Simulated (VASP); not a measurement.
# K3I2Br (P-3m1) in VASP: a series of runs, part 2 of 2

VASP 6.6.1.

### 4 Single point, LDA

This run uses another cell than the first one, of 35.58 Å³/atom.

The input, INCAR:

```
SYSTEM = K3I2Br
PREC     = Accurate       ! precision mode
ENCUT    = 520            ! plane-wave cutoff, eV
EDIFF    = 1E-6           ! SCF threshold, eV
ISMEAR   = 0              ! smearing method
SIGMA    = 0.05           ! smearing width, eV
LREAL    = .False.        ! projectors in reciprocal space
LASPH    = .True.         ! aspherical terms in the spheres
NELM     = 80             ! most SCF steps
ALGO     = Normal         ! electronic algorithm
ISIF     = 2              ! what is computed and relaxed
LWAVE    = .False.        ! write WAVECAR
LCHARG   = .True.         ! write CHGCAR
GGA      = CA             ! functional
LELF     = .True.         ! ELF
LVHAR    = .True.       
NBANDS   = 33             ! bands
```

The input, KPOINTS:

```
Automatic mesh
0
Gamma
  6 6 2
  0 0 0
```

The input, POSCAR:

```
K3I2Br
1.0
    4.7110565424      0.0000000000      0.0000000000
   -2.3555282712      4.0798946443      0.0000000000
    0.0000000000      0.0000000000     11.1053000000
K I Br
3 2 1
Direct
    0.0000000000      0.0000000000      0.5000000000
    0.3333333333      0.6666666667      0.1490323883
    0.6666666667      0.3333333333      0.8509676117
    0.3333333333      0.6666666667      0.6755536591
    0.6666666667      0.3333333333      0.3244463409
    0.0000000000      0.0000000000      0.0000000000
```

Potentials or basis: VASP PAW LDA potentials, release 64 (K_sv, I, Br).

Run with:

```console
cat potpaw_LDA.64/K_sv/POTCAR potpaw_LDA.64/I/POTCAR potpaw_LDA.64/Br/POTCAR > POTCAR
mpirun -np 1 vasp_std > vasp.out
```

OUTCAR:

```text
SYSTEM = K3I2Br
   PREC = Accurate
   ENCUT = 520
   EDIFF = 1E-6
   ISMEAR = 0
   LREAL = .False.
   LASPH = .True.
   NELM = 80
   ISIF = 2
   GGA = CA

 ion  position               nearest neighbor table
   1  0.000  0.000  0.500-   4 3.35   5 3.35   4 3.35   5 3.35   5 3.35   4 3.35
   2  0.333  0.667  0.149-   6 3.18   6 3.18   6 3.18   5 3.35   5 3.35   5 3.35
   3  0.667  0.333  0.851-   6 3.18   6 3.18   6 3.18   4 3.35   4 3.35   4 3.35
   4  0.333  0.667  0.676-   3 3.35   3 3.35   3 3.35   1 3.35   1 3.35   1 3.35
   5  0.667  0.333  0.324-   2 3.35   2 3.35   2 3.35   1 3.35   1 3.35   1 3.35
   6  0.000  0.000  0.000-   2 3.18   3 3.18   2 3.18   3 3.18   3 3.18   2 3.18

  LATTYP: Found a hexagonal cell.
 ALAT       =     4.7110565424
 C/A-ratio  =     2.3572843799

  Lattice vectors:

 A1 = (   4.7110565424,   0.0000000000,   0.0000000000)
 A2 = (  -2.3555282712,   4.0798946443,   0.0000000000)
 A3 = (   0.0000000000,   0.0000000000,  11.1053000000)

Analysis of symmetry for initial positions (statically):
=====================================================================
 Subroutine PRICEL returns:
 Original cell was already a primitive cell.

[... 171 lines left out ...]
 fundamental gap:      3.9199437316
 Fermi energy:         0.2370388156

 k-point     1 :       0.0000    0.0000    0.0000
  band No.  band energies     occupation
      1     -27.9056      2.00000
      2     -27.8959      2.00000
      3     -27.8459      2.00000
      4     -13.2368      2.00000
      5     -11.9507      2.00000
      6     -11.6939      2.00000
[... 493 lines left out ...]
     32       7.5780      0.00000
     33       7.5805      0.00000

------------------------ aborting loop because EDIFF is reached ----------------------------------------

  FORCE on cell =-STRESS in cart. coord.  units (eV):
  Direction    XX          YY          ZZ          XY          YZ          ZX
  --------------------------------------------------------------------------------------
  -------------------------------------------------------------------------------------
  Total        1.0040503      1.0040503      1.3534712      0.0000000      0.0000000     -0.0000000
  in kB        7.5364787      7.5364787     10.1592590      0.0000000      0.0000000     -0.0000000
  external PRESSURE =       8.4107388 kB  Pullay stress =       0.0000000 kB

 VOLUME and BASIS-vectors are now :
 -----------------------------------------------------------------------------
  energy-cutoff  :      520.00
  volume of cell :      213.45
      direct lattice vectors                 reciprocal lattice vectors
     4.711056542  0.000000000  0.000000000     0.212266610  0.122552184  0.000000000
    -2.355528271  4.079894644  0.000000000     0.000000000  0.245104368  0.000000000
     0.000000000  0.000000000 11.105300000     0.000000000  0.000000000  0.090047095

 POSITION                                       TOTAL-FORCE (eV/Angst)
 -----------------------------------------------------------------------------------
      0.00000      0.00000      5.55265        -0.000000      0.000000      0.000000
     -0.00000      2.71993      1.65505        -0.000000      0.000000     -0.000285
      2.35553      1.35996      9.45025        -0.000000     -0.000000      0.000285
     -0.00000      2.71993      7.50223        -0.000000      0.000000      0.000564
      2.35553      1.35996      3.60307         0.000000      0.000000     -0.000564
      0.00000      0.00000      0.00000         0.000000      0.000000      0.000000
 -----------------------------------------------------------------------------------
    total drift:                                0.000000      0.000000     -0.000000

  FREE ENERGIE OF THE ION-ELECTRON SYSTEM (eV)
  ---------------------------------------------------
  free  energy   TOTEN  =       -19.1073028116 eV

  energy  without entropy=      -19.1073028116  energy(sigma->0) =      -19.10730281
```

OSZICAR:

```text
N       E                     dE             d eps       ncg     rms          rms(c)
DAV:   1     0.352764520417E+03    0.35276E+03   -0.20424E+04   924   0.125E+03
DAV:   2     0.103769241896E+02   -0.34239E+03   -0.32834E+03  1200   0.343E+02
DAV:   3    -0.184192429616E+02   -0.28796E+02   -0.28704E+02  1400   0.790E+01
DAV:   4    -0.194102536779E+02   -0.99101E+00   -0.98794E+00  1520   0.163E+01
DAV:   5    -0.194491547357E+02   -0.38901E-01   -0.38895E-01  1304   0.227E+00    0.768E+00
DAV:   6    -0.191514658724E+02    0.29769E+00   -0.43663E-01  1158   0.280E+00    0.529E+00
DAV:   7    -0.191174231786E+02    0.34043E-01   -0.53523E-01  1159   0.291E+00    0.976E-01
DAV:   8    -0.191064642176E+02    0.10959E-01   -0.14053E-01  1175   0.183E+00    0.300E-01
DAV:   9    -0.191072322900E+02   -0.76807E-03   -0.85969E-03  1264   0.418E-01    0.171E-01
DAV:  10    -0.191072654513E+02   -0.33161E-04   -0.71993E-04  1447   0.102E-01    0.983E-02
DAV:  11    -0.191073041977E+02   -0.38746E-04   -0.17743E-04  1360   0.719E-02    0.258E-02
DAV:  12    -0.191073015067E+02    0.26910E-05   -0.32442E-05  1151   0.326E-02    0.144E-02
DAV:  13    -0.191073031809E+02   -0.16743E-05   -0.51978E-06  1143   0.118E-02    0.696E-03
DAV:  14    -0.191073028116E+02    0.36935E-06   -0.14352E-06   832   0.704E-03
   1 F= -.19107303E+02 E0= -.19107303E+02  d E =-.361029E-13
```

Wall time 3 min (1 thread of Intel Xeon 8259CL, shared host); peak memory 0.3 GiB.

What came out:

```
Free energy            : -19.1073 eV
Pressure               : 0.8 GPa
Band gap on the k mesh : 3.92 eV
```

Caveat: spin-orbit coupling is left out, which moves the levels of the heavy elements.

### 5 The runs side by side

| cell | gap on the mesh (eV) | pressure (GPa) |
| --- | --- | --- |
| a = 4.476, b = 4.475, c = 12.031 Å, angles 90.0, 90.0, 120.0°, 6 atoms, atomic positions A | 3.68 | 1.3 |
| a = 4.593, b = 4.593, c = 11.568 Å, angles 90.0, 90.0, 120.0°, 6 atoms, atomic positions B | 3.83 | 1.1 |
| a = 4.711, b = 4.711, c = 11.105 Å, angles 90.0, 90.0, 120.0°, 6 atoms, atomic positions C | 3.92 | 0.8 |

Alike in all rows: task single point; level LDA; potentials or basis VASP PAW LDA potentials, release 64 (K_sv, I, Br); no spin polarisation; k mesh 6 × 6 × 2; cutoff (eV) 520; smearing gaussian 0.05 eV.

Caveats: spin-orbit coupling is left out, which moves the levels of the heavy elements.

Total energies depend on the potentials used, so only differences within one code and one set of settings carry meaning.
